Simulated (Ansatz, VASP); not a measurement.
## One calculation of AlCo, two programs

The input INCAR:

```
SYSTEM = AlCo
ALGO     = Normal         ! electronic algorithm
EDIFF    = 1E-6           ! SCF threshold, eV
ENCUT    = 600            ! plane-wave cutoff, eV
GGA      = PE             ! functional
GGA_COMPAT= .FALSE.      
ISIF     = 2              ! what is computed and relaxed
ISMEAR   = -1             ! smearing method
ISPIN    = 2              ! spin polarisation
LASPH    = .TRUE.         ! aspherical terms in the spheres
LCHARG   = .FALSE.        ! write CHGCAR
LMAXMIX  = 4              ! l up to which the mixer works
LORBIT   = 11             ! projections on sites
LREAL    = .FALSE.        ! projectors in reciprocal space
LWAVE    = .FALSE.        ! write WAVECAR
MAGMOM   = 4 0            ! initial moments
NBANDS   = 21             ! bands
NELM     = 200            ! most SCF steps
NUPDOWN  = 4.0            ! fixed moment
PREC     = Accurate       ! precision mode
SIGMA    = 0.05           ! smearing width, eV
```

Contents of KPOINTS:

```
k-points
0
G
  8 8 8
  0 0 0
```

POSCAR

```
AlCo
1.0
    2.8194032100      0.0000000000      0.0000000000
    0.0000000000      2.8194032100      0.0000000000
    0.0000000000      0.0000000000      2.8194032100
Co Al
1 1
Direct
    0.5000000000      0.5000000000      0.5000000000
    0.0000000000      0.0000000000      0.0000000000
```

The input input.yaml:

```yaml
crystal:
  lattice:
    - [2.81940321, 0.0, 0.0]
    - [0.0, 2.81940321, 0.0]
    - [0.0, 0.0, 2.81940321]
  atoms:
    - { symbol: Co, position: [0.5, 0.5, 0.5], spin: 4.0 }
    - { symbol: Al, position: [0.0, 0.0, 0.0] }
hamiltonian:
  xc: pbe
  pseudopotentials: { kind: paw }
magnetization:
  spin_polarized: true
  initial_magnetization: 4.0
  spin_locking: { lock_magnetization: hard }
kpoints:
  mp_grid: { grid: [8, 8, 8] }
scf:
  occupations: { method: fermi_dirac, width: 0.05 }
  lower_state_search: "off"
output:
  forces: true
  stress: true
  eigenvalues: true
```

Alike in both runs: task single point; functional PBE; k mesh 8 × 8 × 8; occupations fermi-dirac, width 0.05 eV; collinear spin; fixed moment 4 μB.

|  | VASP | Ansatz |
| --- | --- | --- |
| version | VASP 6.6.1 | Ansatz 0.2.0 |
| potentials or method | VASP PAW PBE potentials, release 64 (Co_sv, Al) | Ansatz PAW |
| plane-wave cutoff (eV) | 600 | 420 |
| valence electrons in the cell | 20 | 20 |

Ansatz gave:

```
net moment per atom (μB)                                      : 2.00
size of the moment on the site where the two differ most (μB) : 0.39
```

Problem. What did VASP give for the same quantities?

Solution. net moment per atom (μB): 2.00; size of the moment on the site where the two differ most (μB): 0.25.

Site moments also hang on the region over which each program counts them.
